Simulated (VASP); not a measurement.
# Co (Fd-3m) in VASP: notebook

Runs on Co. Level: r2SCAN. Tasks: single point.

Everything below comes from runs of VASP 6.6.1. Logs are shortened: lines on timing, memory, paths and dates and some standing lists are left out, and cuts for length are marked.

### Step 1. The cell of the first run

Symmetry: Fd-3m, No. 227, cubic system. Conventional cell: a = 4.853 Å, b = 4.853 Å, c = 4.853 Å, α = 90.00°, β = 90.00°, γ = 90.00°. Within 2.8 Å of Co (site symmetry -43m) lie 4 Co at 2.10 Å.

This isn't the form of Co at room conditions, which is hcp.

### Step 2. Single point, r2SCAN

File POSCAR:

```
Co
1.0
    0.0000000000      2.4267328772      2.4267328772
    2.4267328772      0.0000000000      2.4267328772
    2.4267328772      2.4267328772      0.0000000000
Co
2
Direct
    0.1250000000      0.1250000000      0.1250000000
    0.8750000000      0.8750000000      0.8750000000
```

File INCAR.step1:

```
SYSTEM = Co
PREC     = Accurate       ! precision mode
ENCUT    = 520            ! plane-wave cutoff, eV
ISMEAR   = -1             ! smearing method
SIGMA    = 0.1            ! smearing width, eV
LREAL    = .False.        ! projectors in reciprocal space
LASPH    = .True.         ! aspherical terms in the spheres
NELM     = 100            ! most SCF steps
NBANDS   = 16             ! bands
GGA      = PE             ! functional
ALGO     = Normal         ! electronic algorithm
EDIFF    = 1E-4           ! SCF threshold, eV
LWAVE    = .True.         ! write WAVECAR
LCHARG   = .False.        ! write CHGCAR
```

File INCAR.step2:

```
SYSTEM = Co
PREC     = Accurate       ! precision mode
ENCUT    = 520            ! plane-wave cutoff, eV
EDIFF    = 1E-7           ! SCF threshold, eV
ISMEAR   = -1             ! smearing method
SIGMA    = 0.1            ! smearing width, eV
LREAL    = .False.        ! projectors in reciprocal space
LASPH    = .True.         ! aspherical terms in the spheres
NELM     = 100            ! most SCF steps
ALGO     = Normal         ! electronic algorithm
ISIF     = 2              ! what is computed and relaxed
LWAVE    = .False.        ! write WAVECAR
LCHARG   = .False.        ! write CHGCAR
METAGGA  = R2SCAN         ! meta-GGA
LMIXTAU  = .True.       
NBANDS   = 16             ! bands
ISTART   = 1
```

File KPOINTS:

```
regular mesh
0
Gamma
  11 11 11
  0 0 0
```

Potentials or basis: VASP PAW PBE potentials, release 64 (Co).

The run is started by

```sh
$ cat potpaw_PBE.64/Co/POTCAR > POTCAR
$ cp INCAR.step1 INCAR
$ mpirun -np 1 vasp_std > vasp.out
$ cp INCAR.step2 INCAR
$ mpirun -np 1 vasp_std > vasp.out
```

OUTCAR:

```text
SYSTEM = Co
   PREC = Accurate
   ENCUT = 520
   EDIFF = 1E-7
   ISMEAR = -1
   LREAL = .False.
   LASPH = .True.
   NELM = 100
   ISIF = 2
   METAGGA = R2SCAN
   ISTART = 1

 ion  position               nearest neighbor table
   1  0.125  0.125  0.125-   2 2.10   2 2.10   2 2.10   2 2.10
   2  0.875  0.875  0.875-   1 2.10   1 2.10   1 2.10   1 2.10

  LATTYP: Found a face centered cubic cell.
 ALAT       =     4.8534657544

  Lattice vectors:

 A1 = (   0.0000000000,   2.4267328772,   2.4267328772)
 A2 = (   2.4267328772,   0.0000000000,   2.4267328772)
 A3 = (   2.4267328772,   2.4267328772,   0.0000000000)

Analysis of symmetry for initial positions (statically):
=====================================================================
 Subroutine PRICEL returns:
 Original cell was already a primitive cell.

 Routine SETGRP: Setting up the symmetry group for a
 face centered cubic supercell.

 Subroutine GETGRP returns: Found 48 space group operations
 (whereof 12 operations were pure point group operations)
 out of a pool of 48 trial point group operations.

The static configuration has the point symmetry D_3d.
 The point group associated with its full space group is O_h .

Analysis of symmetry for dynamics (positions and initial velocities):
=====================================================================
 Subroutine PRICEL returns:
 Original cell was already a primitive cell.

 Routine SETGRP: Setting up the symmetry group for a
 face centered cubic supercell.

 Subroutine GETGRP returns: Found 48 space group operations
 (whereof 12 operations were pure point group operations)
 out of a pool of 48 trial point group operations.

The dynamic configuration has the point symmetry D_3d.
 The point group associated with its full space group is O_h .

 Subroutine INISYM returns: Found 48 space group operations
 (whereof 12 operations are pure point group operations),
 and found     1 'primitive' translations

----------------------------------------------------------------------------------------

                                     Primitive cell

  volume of cell :      28.5822

  direct lattice vectors                    reciprocal lattice vectors
     0.000000000  2.426732877  2.426732877    -0.206038334  0.206038334  0.206038334
     2.426732877  0.000000000  2.426732877     0.206038334 -0.206038334  0.206038334
     2.426732877  2.426732877  0.000000000     0.206038334  0.206038334 -0.206038334

[... 82 lines left out ...]
   NELM   =    100;   NELMIN=  2; NELMDL=  0     # of ELM steps
   EDIFF  = 0.1E-06   stopping-criterion for ELM
   LREAL  =      F    real-space projection
   EDIFFG = 0.1E-05   stopping-criterion for IOM
   NSW    =      0    number of steps for IOM
   IBRION =     -1    ionic relax: 0-MD 1-quasi-New 2-CG
   NFREE  =      0    steps in history (QN), initial steepest desc. (CG)
   ISIF   =      2    stress and relaxation
   ISYM   =      2    0-nonsym 1-usesym 2-fastsym
   POTIM  = 0.5000    time-step for ionic-motion
   TEBEG  =    0.0;   TEEND  =   0.0 temperature during run
   PSTRESS=    0.0 pullay stress
   NELECT =      18.0000    total number of electrons
   NUPDOWN=      -1.0000    fix difference up-down
   EMIN   =  10.00;   EMAX   =-10.00  energy-range for DOS
   EFERMI =   0.00;   METHOD = LEGACY
   ISMEAR =    -1;   SIGMA  =   0.10  broadening in eV -4-tet -1-fermi 0-gaus
   EFERMI_NEDOS =   21; number of points for ismear=-14 and -15
   IALGO  =     38    algorithm
   IMIX   =      4    mixing-type and parameters
     AMIX     =   0.40;   BMIX     =  1.00
     AMIX_MAG =   1.60;   BMIX_MAG =  1.00
  volume/ion in A,a.u.               =      14.29        96.44
  Fermi-wavevector in a.u.,A,eV,Ry     =   1.403246  2.651750 26.791208  1.969098
  Thomas-Fermi vector in A             =   2.525927
   LORBIT       =      0    0 simple, 1 ext, 2 COOP (PROOUT), +10 PAW based schemes
   METAGGA = R2SCAN    functional components
   LHFCALC =     F    Hartree Fock is set to
   AEXX    =    0.0000 exact exchange contribution
   IVDW    =     0    specifies the selected vdW correction
   LEPSILON=     F    determine dielectric tensor
   LRPA    =     F    only Hartree local field effects (RPA)
 non-spin polarized calculation
  energy-cutoff  :      520.00
  volume of cell :       28.58
 maximum number of plane-waves:       785
 NGX is ok and might be reduce to    28
   NGX = 13   NGY = 13   NGZ = 13

 number of electron      17.9999998 magnetization

 Free energy of the ion-electron system (eV)
  ---------------------------------------------------
  ext. energy  EPLUGINS =         0.00000000
  ---------------------------------------------------
  free energy    TOTEN  =       -23.17296638 eV

  energy without entropy =      -23.04176899  energy(sigma->0) =      -23.10736768

 E-fermi :   6.6920     XC(G=0): -12.3531

 val. band max:        6.6494279004   @ k =  -0.4545   0.2727   0.0909
 cond. band min:       6.6937339648   @ k =   0.1818   0.1818   0.0000
 fundamental gap:      0.0443060644
 Fermi energy:         6.6919544463

 k-point     1 :       0.0000    0.0000    0.0000
  band No.  band energies     occupation
      1      -0.6633      2.00000
      2       3.3496      2.00000
      3       3.3496      2.00000
      4       3.5421      2.00000
      5       3.5421      2.00000
      6       3.5421      2.00000
[... 433 lines left out ...]
      3       3.3842      2.00000
      4       3.5465      2.00000
      5       3.8350      2.00000
      6       4.2449      2.00000
[... 8 lines left out ...]
     15      20.5169      0.00000
     16      22.8944      0.00000

 [... further k-points ...]

------------------------ aborting loop because EDIFF is reached ----------------------------------------

  FORCE on cell =-STRESS in cart. coord.  units (eV):
  Direction    XX          YY          ZZ          XY          YZ          ZX
  --------------------------------------------------------------------------------------
  -------------------------------------------------------------------------------------
  Total       -0.0854036     -0.0854036     -0.0854036      0.0000000      0.0000000      0.0000000
  in kB       -4.7872995     -4.7872995     -4.7872995      0.0000000      0.0000000      0.0000000
  external PRESSURE =      -4.7872995 kB  Pullay stress =       0.0000000 kB

 VOLUME and BASIS-vectors are now :
 -----------------------------------------------------------------------------
  energy-cutoff  :      520.00
  volume of cell :       28.58
      direct lattice vectors                 reciprocal lattice vectors
     0.000000000  2.426732877  2.426732877    -0.206038334  0.206038334  0.206038334
     2.426732877  0.000000000  2.426732877     0.206038334 -0.206038334  0.206038334
     2.426732877  2.426732877  0.000000000     0.206038334  0.206038334 -0.206038334

 POSITION                                       TOTAL-FORCE (eV/Angst)
 -----------------------------------------------------------------------------------
      0.60668      0.60668      0.60668         0.000000      0.000000      0.000000
      4.24678      4.24678      4.24678        -0.000000     -0.000000     -0.000000
 -----------------------------------------------------------------------------------
    total drift:                                0.000000      0.000000     -0.000000

  FREE ENERGIE OF THE ION-ELECTRON SYSTEM (eV)
  ---------------------------------------------------
  free  energy   TOTEN  =       -23.1729663767 eV

  energy  without entropy=      -23.0417689886  energy(sigma->0) =      -23.10736768
```

It took 75 s on 1 thread of AMD EPYC 9R45 (Zen 5), shared host; peak memory 0.14 GiB.

Results:

```yaml
Free_energy: -23.1730 eV
Pressure: -0.5 GPa
Band_gap_on_the_k_mesh: zero (bands 9 and 10 overlap by 0.80 eV)
```

Levels at points of the mesh, in eV from the Fermi level:
| k point | band 7 | band 8 | band 9 | band 10 | band 11 | band 12 |
| --- | --- | --- | --- | --- | --- | --- |
| (0.00, 0.00, 0.00) | -1.11 | -1.11 | -1.11 | 0.27 | 0.27 | 14.18 |

Caveat: the PAW data sets were made with another functional, which shifts forces and pressure a little; the run has no spin polarisation, though such a crystal can be magnetic.

### Step 3. Single point, r2SCAN (12.58 Å³/atom)

This run uses another cell than the first one, of 12.58 Å³/atom.

File POSCAR:

```
Co
1.0
    0.0000000000      2.3254992191      2.3254992191
    2.3254992191      0.0000000000      2.3254992191
    2.3254992191      2.3254992191      0.0000000000
Co
2
Direct
    0.1250000000      0.1250000000      0.1250000000
    0.8750000000      0.8750000000      0.8750000000
```

File INCAR.step1:

```
SYSTEM = Co
  PREC = Accurate
  ENCUT = 520
  ISMEAR = -1
  SIGMA = 0.1
  LREAL = .False.
  LASPH = .True.
  NELM = 100
  NBANDS = 16
  GGA = PE
  ALGO = Normal
  EDIFF = 1E-4
  LWAVE = .True.
  LCHARG = .False.
```

File INCAR.step2:

```
SYSTEM = Co
  PREC = Accurate
  ENCUT = 520
  EDIFF = 1E-6
  ISMEAR = -1
  SIGMA = 0.1
  LREAL = .False.
  LASPH = .True.
  NELM = 100
  ALGO = Normal
  ISIF = 2
  LWAVE = .False.
  LCHARG = .False.
  METAGGA = R2SCAN
  LMIXTAU = .True.
  NBANDS = 16
  ISTART = 1
```

File KPOINTS:

```
regular mesh
0
Gamma
  13 13 13
  0 0 0
```

Potentials or basis: VASP PAW PBE potentials, release 64 (Co).

The run is started by

```sh
$ cat potpaw_PBE.64/Co/POTCAR > POTCAR
$ cp INCAR.step1 INCAR
$ mpirun -np 1 vasp_std > vasp.out
$ cp INCAR.step2 INCAR
$ mpirun -np 1 vasp_std > vasp.out
```

Run time: 54 s. Hardware: 1 thread of AMD EPYC 9R45 (Zen 5), shared host; peak memory 0.13 GiB.

The run converged. Its results:

| Item | Value |
| --- | --- |
| Free energy | -22.9506 eV |
| Pressure | 24.0 GPa |
| Band gap on the k mesh | zero (bands 9 and 10 overlap by 1.08 eV) |

Levels at points of the mesh, in eV from the Fermi level:
```csv
k point,band 5,band 6,band 7,band 8,band 9,band 10,band 11,band 12,band 13,band 14
"(0.00, 0.00, 0.00)",-3.67,-3.67,-1.32,-1.32,-1.32,0.36,0.36,15.54,15.54,15.54
```

Caveat: the cell stands under pressure; the PAW data sets were made with another functional, which shifts forces and pressure a little; the run has no spin polarisation, though such a crystal can be magnetic.

### Step 4. Single point, r2SCAN (13.15 Å³/atom)

This run uses another cell than the first one, of 13.15 Å³/atom.

File POSCAR:

```
Co
1.0
    0.0000000000      2.3602132806      2.3602132806
    2.3602132806      0.0000000000      2.3602132806
    2.3602132806      2.3602132806      0.0000000000
Co
2
Direct
    0.1250000000      0.1250000000      0.1250000000
    0.8750000000      0.8750000000      0.8750000000
```

File INCAR.step1:

```
PREC = Accurate
ENCUT = 520
ISMEAR = -1
SIGMA = 0.1
LREAL = False
LASPH = True
NELM = 80
NBANDS = 16
GGA = PE
ALGO = Normal
EDIFF = 1E-4
LWAVE = True
LCHARG = False
```

File INCAR.step2:

```
PREC = Accurate
ENCUT = 520
EDIFF = 1E-6
ISMEAR = -1
SIGMA = 0.1
LREAL = False
LASPH = True
NELM = 80
ALGO = Normal
ISIF = 2
LWAVE = False
LCHARG = False
METAGGA = R2SCAN
LMIXTAU = True
NBANDS = 16
ISTART = 1
```

File KPOINTS:

```
Automatic mesh
0
Gamma
  13 13 13
```

The run is started by

```sh
$ cat potpaw_PBE.64/Co/POTCAR > POTCAR
$ cp INCAR.step1 INCAR
$ mpirun -np 1 vasp_std > vasp.out
$ cp INCAR.step2 INCAR
$ mpirun -np 1 vasp_std > vasp.out
```

Wall time 83 s (1 thread of AMD EPYC 9R45 (Zen 5), shared host); peak memory 0.15 GiB.

Results (log left out):

```yaml
Free_energy: -23.0841 eV
Pressure: 14.0 GPa
Band_gap_on_the_k_mesh: zero (bands 9 and 10 overlap by 1.01 eV)
```

Levels at points of the mesh, in eV from the Fermi level:
```tsv
k point	band 7	band 8	band 9	band 10	band 11	band 12
(0.00, 0.00, 0.00)	-1.24	-1.24	-1.24	0.33	0.33	15.06
```

Caveat: the cell stands under pressure; the PAW data sets were made with another functional, which shifts forces and pressure a little; the run has no spin polarisation, though such a crystal can be magnetic. Spin polarisation is off, so any magnetic state and its effect on volume and gap are missing.

### Step 5. The runs side by side

```csv
cell,k mesh,gap on the mesh (eV),pressure (GPa)
"a = 3.432 Å, angles 60.0°, 2 atoms",11 × 11 × 11,none,-0.5
"a = 3.289 Å, angles 60.0°, 2 atoms",13 × 13 × 13,none,24.0
"a = 3.338 Å, angles 60.0°, 2 atoms",13 × 13 × 13,none,14.0
```

Alike in all rows: task single point; level r2SCAN; potentials or basis VASP PAW PBE potentials, release 64 (Co); no spin polarisation; cutoff (eV) 520; smearing fermi-dirac 0.1 eV.

Caveats: the PAW data sets were made with another functional, which shifts forces and pressure a little; the run has no spin polarisation, though such a crystal can be magnetic; the cell stands under pressure (at least some runs).

Total energies depend on the potentials used, so only differences within one code and one set of settings carry meaning.

The gap in the log of VASP goes by the Fermi energy; the results here count the filled bands.